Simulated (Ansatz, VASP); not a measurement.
**BiC2 in VASP and in Ansatz**

```
Bi C
1.0
     2.79133    0.00000    0.00000
    -1.39567    2.41737    0.00000
     0.00000    0.00000    8.84858
Bi C
1 2
Direct
  0.00000 0.00000 0.00000
  0.33333 0.66667 0.50000
  0.66667 0.33333 0.50000
```

Alike in both runs: functional PBE; k mesh 18 × 18 × 6; occupations gaussian, width 0.1 eV; no spin polarisation.

Ansatz relaxed the structure, and its values are those at the end. VASP's run is a single point on that final structure, the one shown.

|  | VASP | Ansatz |
| --- | --- | --- |
| version | VASP 6.6.1 | Ansatz 0.2.0 |
| potentials or method | VASP PAW PBE potentials, release 64 (Bi_d, C), cutoff 520 eV | scalar-relativistic, plane waves, PAW |
| valence electrons in the cell | 23 | 23 |

```tsv
	VASP	Ansatz	Ansatz less VASP
gap on the k mesh at the Fermi level (eV)	none	none	-
pressure (GPa)	0.0	0.0	+0.01
```

A gap of «none» marks a metal or a gap that the smearing closes. The functional is the same, so the differences come from potentials, cutoffs and numerics.

Spin-orbit coupling is off throughout.
